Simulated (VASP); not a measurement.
Write the native input for VASP 6.6.1 that does the following.

```yaml
Task: single point
Functional: r2SCAN
Potentials_or_basis: VASP PAW PBE potentials, release 64 (Mg, O)
Cutoff: 520 eV
k_mesh: 10 × 10 × 10
Occupations: gaussian, width 0.01 eV
Spin: no spin polarisation
Dipole_correction: no
Further_INCAR_settings: ALGO = Normal; EDIFF = 1e-06; NBANDS = 11
```

Crystal: MgO.

```
Mg O
1.0
     0.09472    2.28544    2.28544
     2.28544    0.09472    2.28544
     2.28544    2.28544    0.09472
Mg O
1 1
Direct
  0.00389 0.00389 0.00389
  0.24611 0.24611 0.24611
```

This cell differs from its parent crystal: epitaxial 111 strain -4.0%.

These files were run (other wordings do the same):

POSCAR

```
MgO
1.0
    0.0947162565      2.2854416917      2.2854416917
    2.2854416917      0.0947162565      2.2854416917
    2.2854416917      2.2854416917      0.0947162565
Mg O
1 1
Direct
    0.0038908785      0.0038908785      0.0038908785
    0.2461091215      0.2461091215      0.2461091215
```

INCAR.step1

```
PREC     = Accurate       # precision mode
ENCUT    = 520            # plane-wave cutoff, eV
ISMEAR   = 0              # smearing method
SIGMA    = 0.01           # smearing width, eV
LREAL    = False          # projectors in reciprocal space
LASPH    = True           # aspherical terms in the spheres
NELM     = 60             # most SCF steps
NBANDS   = 11             # bands
GGA      = PE             # functional
ALGO     = Normal         # electronic algorithm
EDIFF    = 1E-4           # SCF threshold, eV
LWAVE    = True           # write WAVECAR
LCHARG   = False          # write CHGCAR
```

INCAR.step2

```
PREC     = Accurate       # precision mode
ENCUT    = 520            # plane-wave cutoff, eV
EDIFF    = 1E-6           # SCF threshold, eV
ISMEAR   = 0              # smearing method
SIGMA    = 0.01           # smearing width, eV
LREAL    = False          # projectors in reciprocal space
LASPH    = True           # aspherical terms in the spheres
NELM     = 60             # most SCF steps
ALGO     = Normal         # electronic algorithm
ISIF     = 2              # what is computed and relaxed
LWAVE    = False          # write WAVECAR
LCHARG   = True           # write CHGCAR
METAGGA  = R2SCAN         # meta-GGA
LMIXTAU  = True         
LELF     = True           # ELF
LVHAR    = True         
NBANDS   = 11             # bands
ISTART   = 1
```

KPOINTS

```
regular mesh
0
Gamma
  10 10 10
```

Potentials or basis: VASP PAW PBE potentials, release 64 (Mg, O).

Run with:

```console
$ cat potpaw_PBE.64/Mg/POTCAR potpaw_PBE.64/O/POTCAR > POTCAR
$ cp INCAR.step1 INCAR
$ mpirun -np 1 vasp_std > vasp.out
$ cp INCAR.step2 INCAR
$ mpirun -np 1 vasp_std > vasp.out
```

It gave:

```json
{"Pressure": "7.8 GPa", "Largest force": "0.006 eV/Å", "Band gap on the k mesh": "4.49 eV, direct"}
```

Caveat: the cell differs from its parent crystal (epitaxial 111 strain -4.0%); the PAW data sets were made with another functional, which shifts forces and pressure a little.

Wall time 72 s on 1 thread of Intel(R) Xeon(R) Platinum 8259CL CPU @ 2.50GHz (Skylake/Cascade Lake), on a shared host, peak memory 0.16 GiB.
